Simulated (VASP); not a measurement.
# SiSn2: single point with PBE

SiSn2:

```
Si Sn
1.0
     4.42489    0.00000    0.00000
    -2.21244    3.83206    0.00000
     0.00000    0.00000   10.87199
Si Sn
2 4
Cartesian
  0.0000 0.0000 4.2532
  0.0000 0.0000 6.6188
  0.0000 2.5547 0.5586
  2.2124 1.2774 7.4470
  0.0000 2.5547 3.4250
  2.2124 1.2774 10.3134
```

- Program: VASP 6.6.1
- Task: single point
- Functional: PBE
- Potentials or basis: VASP PAW PBE potentials, release 64 (Si, Sn_d)
- Cutoff: 520 eV
- k mesh: 12 × 12 × 4
- Occupations: gaussian, width 0.1 eV
- Spin: no spin polarisation

```json
{"Pressure": "-0.1 GPa", "Largest force": "0.011 eV/Å", "Band gap on the k mesh": "zero (band 32 reaches 5.49 eV, above the bottom of band 33 at 5.38 eV)"}
```

Forces on the atoms (eV/Å):
```
Si   0.000  0.000  0.007
Si   0.000  0.000 -0.007
Sn   0.000  0.000 -0.011
Sn   0.000  0.000  0.005
Sn   0.000  0.000 -0.005
Sn   0.000  0.000  0.011
```

Levels at points of the mesh, in eV from the Fermi level:
```
           k point  band 28  band 29  band 30  band 31  band 32  band 33  band 34  band 35  band 36  band 37
(0.00, 0.00, 0.00)    -0.84    -0.84    -0.56    -0.45    -0.15     0.12     0.12     0.82     2.02     2.02
(0.50, 0.00, 0.00)    -2.89    -2.65    -2.50    -1.79    -1.45     0.46     0.60     1.25     1.45     2.97
(0.00, 0.00, 0.50)    -1.66    -0.70    -0.70    -0.33    -0.09    -0.09     0.42     1.25     2.47     2.47
(0.50, 0.00, 0.50)    -3.16    -2.84    -2.07    -1.34    -1.16    -0.05     0.47     1.33     2.10     2.20
```

It took 5.5 min on 1 thread of Intel(R) Xeon(R) Platinum 8488C (Sapphire Rapids) (shared host), peak memory 0.57 GiB.

Caveat: spin-orbit coupling is left out, which moves the levels of the heavy elements.
